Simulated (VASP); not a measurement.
The system is Ag3GeI.

```xyz
5
Lattice="4.7821 0.0000 0.0000 0.0000 4.7821 0.0000 0.0000 0.0000 4.7821" Properties=species:S:1:pos:R:3 pbc="T T T"
Ag    2.5345    4.2537    0.0837
Ag    0.0837    2.5345    4.2537
Ag    4.2537    0.0837    2.5345
Ge    0.1525    0.1525    0.1525
I     2.3911    2.3911    2.3911
```

Base run:

- Program: VASP 6.6.1
- Functional: revPBE
- Potentials or basis: VASP PAW PBE potentials, release 64 (Ag, Ge_d, I)
- Cutoff: 520 eV
- k mesh: 4 × 4 × 4
- Occupations: gaussian, width 0.0553 eV
- Spin: no spin polarisation

Its results: band gap on the k mesh zero (bands 27 and 28 overlap by 1.82 eV); pressure 11.2 GPa; largest force 1.192 eV/Å.

The run is repeated on the same cell with these changes: functional from revPBE to PBE. What comes out?

Band gap on the k mesh zero (bands 27 and 28 overlap by 1.83 eV); pressure 9.2 GPa; largest force 1.149 eV/Å.

PBE binds more tightly than revPBE, so the same cell stands under less pressure.

Caveats: the cell stands under pressure; spin-orbit coupling is left out, which moves the levels of the heavy elements; the PAW data sets were made with another functional, which shifts forces and pressure a little (at least some runs); forces of over 1 eV/Å act on the atoms, so gaps and moduli don't describe the material at rest (at least some runs).
